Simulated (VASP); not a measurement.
Wanted: the native input for a VASP 6.6.1 run.

| Quantity | Value |
| --- | --- |
| Task | single point |
| Functional | PBEsol |
| Potentials or basis | VASP PAW PBE potentials, release 64 (La, Zn) |
| Cutoff | 520 eV |
| k mesh | 5 × 5 × 5 |
| Occupations | methfessel-paxton, width 0.05 eV |
| Spin | no spin polarisation |
| Dipole correction | no |
| Further INCAR settings | ALGO = Normal; EDIFF = 1e-06; NBANDS = 30 |

The structure of La3Zn lies in POSCAR:

```
La3Zn
1.0
    4.9636630000      0.0000000000      0.0000000000
    0.0000000000      4.9636630000      0.0000000000
    0.0000000000      0.0000000000      4.9636630000
La Zn
3 1
Direct
    0.0000000000      0.5000000000      0.5000000000
    0.5000000000      0.0000000000      0.5000000000
    0.5000000000      0.5000000000      0.0000000000
    0.0000000000      0.0000000000      0.0000000000
```

The input as run:

INCAR

```
ALGO = Normal
EDIFF = 1E-6
ENCUT = 520
GGA = PS
ISIF = 2
ISMEAR = 1
LASPH = T
LCHARG = T
LELF = T
LREAL = F
LVHAR = T
LWAVE = F
NBANDS = 30
NELM = 80
PREC = Accurate
SIGMA = 0.05
```

KPOINTS

```
k-points
0
Gamma
  5 5 5
```

Potentials or basis: VASP PAW PBE potentials, release 64 (La, Zn).

Command:

```console
$ cat potpaw_PBE.64/La/POTCAR potpaw_PBE.64/Zn/POTCAR > POTCAR
$ mpirun -np 1 vasp_std > vasp.out
```

It gave:

```
Pressure : -2.5 GPa
```

Caveat: the PAW data sets were made with another functional, which shifts forces and pressure a little.

Run time: 59 s on 1 thread of AMD EPYC 7R13 Processor (Zen 3), on a shared host, peak memory 0.22 GiB.
